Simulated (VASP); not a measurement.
## SnO2: single point with PBEsol

SnO2:

```
Sn O
1.0
     4.72329    0.00000    0.00000
     0.00000    4.80081    0.00000
     0.00000    0.00000    3.19710
Sn O
2 4
Direct
  0.00000 0.00000 0.00000
  0.50000 0.50000 0.50000
  0.70815 0.67896 0.00000
  0.20814 0.82104 0.50000
  0.79185 0.17896 0.50000
  0.29185 0.32104 0.00000
```

```yaml
Program: VASP 6.6.1
Task: single point
Functional: PBEsol
Potentials_or_basis: VASP PAW PBE potentials, release 64 (Sn_d, O)
Cutoff: 520 eV
k_mesh: 6 × 6 × 8
Occupations: fermi-dirac, width 0.05 eV
Spin: no spin polarisation
```

```yaml
Pressure: 2.0 GPa
Largest_force: 0.099 eV/Å
Band_gap_on_the_k_mesh: 1.11 eV
```

Forces in eV/Å, atoms in the order of the input:
```
Sn   0.000  0.000  0.000
Sn   0.000  0.000  0.000
O    0.028  0.095  0.000
O    0.028 -0.095  0.000
O   -0.028  0.095  0.000
O   -0.028 -0.095  0.000
```

Stress tensor (GPa, compression positive):
```
1.62 0.00 0.00
0.00 1.32 0.00
0.00 0.00 2.93
```

Levels at points of the mesh, in eV from the valence-band top:
```tsv
k point	band 24	band 25	band 26	band 27	band 28	band 29
(0.00, 0.00, 0.00)	-0.69	-0.68	0.00	1.11	5.98	6.11
(0.50, 0.00, 0.00)	-1.13	-0.49	-0.49	4.18	4.18	6.70
(0.00, 0.50, 0.00)	-1.12	-0.61	-0.61	4.34	4.34	7.18
(0.50, 0.50, 0.00)	-1.25	-0.79	-0.79	4.69	4.69	7.33
(0.00, 0.00, 0.50)	-1.58	-1.13	-1.13	6.01	6.01	9.54
(0.50, 0.00, 0.50)	-0.91	-0.71	-0.71	6.33	6.33	7.95
(0.00, 0.50, 0.50)	-1.13	-0.60	-0.60	6.23	6.23	7.72
(0.50, 0.50, 0.50)	-0.91	-0.73	-0.73	4.71	4.71	8.71
```

It took 110 s on 1 thread of Intel(R) Xeon(R) Platinum 8488C (Sapphire Rapids), with other jobs on the host, peak memory 0.27 GiB.

Caveat: the PAW data sets were made with another functional, which shifts forces and pressure a little; spin-orbit coupling is left out, which moves the levels of the heavy elements.
